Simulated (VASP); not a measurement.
Wanted: the native input for a VASP 6.6.1 run.

```yaml
Task: single point
Functional: r2SCAN
Potentials_or_basis: VASP PAW PBE potentials, release 64 (Ti_sv)
Cutoff: 550 eV
k_mesh: 7 × 7 × 7
Occupations: methfessel-paxton, width 0.05 eV
Spin: no spin polarisation
Dipole_correction: no
Further_INCAR_settings: ALGO = Normal; EDIFF = 1e-06; NBANDS = 12
```

The system is Ti.

```
Ti
1.0
     0.00000    1.96224    1.96224
     1.96224    0.00000    1.96224
     1.96224    1.96224    0.00000
Ti
1
Direct
  0.00000 0.00000 0.00000
```

This isn't the form of Ti at room conditions, which is hcp.

The input as run:

POSCAR

```
Ti
1.0
    0.0000000000      1.9622351771      1.9622351771
    1.9622351771      0.0000000000      1.9622351771
    1.9622351771      1.9622351771      0.0000000000
Ti
1
Direct
    0.0000000000      0.0000000000      0.0000000000
```

INCAR.step1

```
ALGO = Normal
EDIFF = 1E-5
ENCUT = 550
GGA = PE
GGA_COMPAT = F
ISMEAR = 1
LASPH = T
LCHARG = F
LREAL = F
LWAVE = T
NBANDS = 12
NELM = 120
PREC = Accurate
SIGMA = 0.05
```

INCAR.step2

```
ALGO = Normal
EDIFF = 1E-6
ENCUT = 550
GGA_COMPAT = F
ISIF = 2
ISMEAR = 1
ISTART = 1
LASPH = T
LCHARG = T
LELF = T
LMIXTAU = T
LREAL = F
LVHAR = T
LWAVE = F
METAGGA = R2SCAN
NBANDS = 12
NELM = 120
PREC = Accurate
SIGMA = 0.05
```

KPOINTS

```
k-points
0
Gamma
  7 7 7
```

Potentials or basis: VASP PAW PBE potentials, release 64 (Ti_sv).

The run is started by

```bash
$ cat potpaw_PBE.64/Ti_sv/POTCAR > POTCAR
$ cp INCAR.step1 INCAR
$ mpirun -np 1 vasp_std > vasp.out
$ cp INCAR.step2 INCAR
$ mpirun -np 1 vasp_std > vasp.out
```

It gave:

```json
{"Pressure": "20.6 GPa", "Band gap on the k mesh": "zero (bands 6 and 7 overlap by 1.36 eV)"}
```

Caveat: the k points lie up to 0.40 Å⁻¹ apart, too coarse for converged energies and pressures of a metal; the PAW data sets were made with another functional, which shifts forces and pressure a little.

Wall time 19 s on 1 thread of Intel(R) Xeon(R) Platinum 8488C (Sapphire Rapids), on a shared host, peak memory 0.14 GiB.
